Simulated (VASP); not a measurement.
# MgAl16: single point with PBE

The system is MgAl16, a slab with vacuum.

```
CELL_PARAMETERS angstrom
8.10000 0.00000 0.00000
0.00000 5.72757 0.00000
0.00000 0.00000 16.29567
ATOMIC_POSITIONS crystal
Al 0.25000 0.25000 0.06137
Al 0.75000 0.25000 0.06137
Al 0.25000 0.75000 0.06137
Al 0.75000 0.75000 0.06137
Al 0.00185 0.00202 0.13826
Al 0.49809 0.00205 0.13823
Al 0.00010 0.50330 0.13797
Al 0.49988 0.50338 0.13804
Al 0.24998 0.25616 0.22134
Al 0.74987 0.25379 0.22827
Al 0.24995 0.75023 0.22808
Al 0.74983 0.76738 0.22774
Al 0.00697 0.01232 0.30597
Al 0.49287 0.01214 0.30597
Al 0.98948 0.51760 0.30409
Al 0.51020 0.51720 0.30428
Mg 0.24971 0.33109 0.39388
```

| Quantity | Value |
| --- | --- |
| Program | VASP 6.6.1 |
| Task | single point |
| Functional | PBE |
| Potentials or basis | VASP PAW PBE potentials, release 64 (Al, Mg) |
| Cutoff | 520 eV |
| k mesh | 2 × 3 × 1 |
| Occupations | gaussian, width 0.05 eV |
| Spin | no spin polarisation |

- Largest force: 0.322 eV/Å
- Band gap on the k mesh: zero (bands 25 and 26 overlap by 0.33 eV)

Forces on the atoms (eV/Å):
```
Al   0.001  0.114 -0.301
Al  -0.001  0.013  0.106
Al   0.000 -0.062  0.100
Al   0.000  0.039  0.091
Al   0.004 -0.001  0.002
Al  -0.005  0.000  0.002
Al   0.002  0.003  0.001
Al  -0.002  0.002  0.001
Al  -0.001  0.008 -0.013
Al   0.001  0.014  0.008
Al   0.000 -0.009 -0.009
Al   0.001  0.009  0.008
Al   0.000  0.006  0.006
Al  -0.001  0.007  0.007
Al   0.029  0.014  0.020
Al  -0.026  0.020  0.013
Mg  -0.001 -0.177 -0.045
```

Levels at points of the mesh, in eV from the Fermi level:
| k point | band 23 | band 24 | band 25 | band 26 | band 27 | band 28 |
| --- | --- | --- | --- | --- | --- | --- |
| (0.00, 0.00, 0.00) | -0.75 | -0.67 | -0.28 | 0.01 | 0.13 | 0.49 |
| (0.50, 0.00, 0.00) | -0.96 | -0.91 | -0.03 | 0.22 | 0.34 | 0.44 |

Run time: 4.8 min on 1 thread of Intel Xeon 8259CL, on a shared host, peak memory 0.7 GiB.

Caveat: the k points lie up to 0.39 Å⁻¹ apart; there is no dipole correction, which matters where the two faces differ.
